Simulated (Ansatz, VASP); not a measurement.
Two plane-wave programs on Si

```
Si
1.0
     0.00000    2.00000    2.00000
     2.00000    0.00000    2.00000
     2.00000    2.00000    0.00000
Si
1
Direct
  0.00000 0.00000 0.00000
```

Alike in both runs: task relaxation of cell and atoms; functional PBE; k mesh 17 × 17 × 17; occupations fermi-dirac, width 0.1 eV; no spin polarisation.

|  | VASP | Ansatz |
| --- | --- | --- |
| version | VASP 6.6.1 | Ansatz 0.2.0 |
| potentials or method | VASP PAW PBE potentials, release 64 (Si) | PAW with Ansatz's default frozen-core files, scalar-relativistic |
| plane-wave cutoff (eV) | 500 | 420 |
| valence electrons in the cell | 4 | 4 |

Ansatz gave:

- relaxed volume (Å³/atom): 14.51
- relaxed cell length with the largest relative difference (Å): 2.738

Question: What did VASP give for the same quantities?

Answer: Relaxed volume (Å³/atom): 14.50; relaxed cell length with the largest relative difference (Å): 2.737.
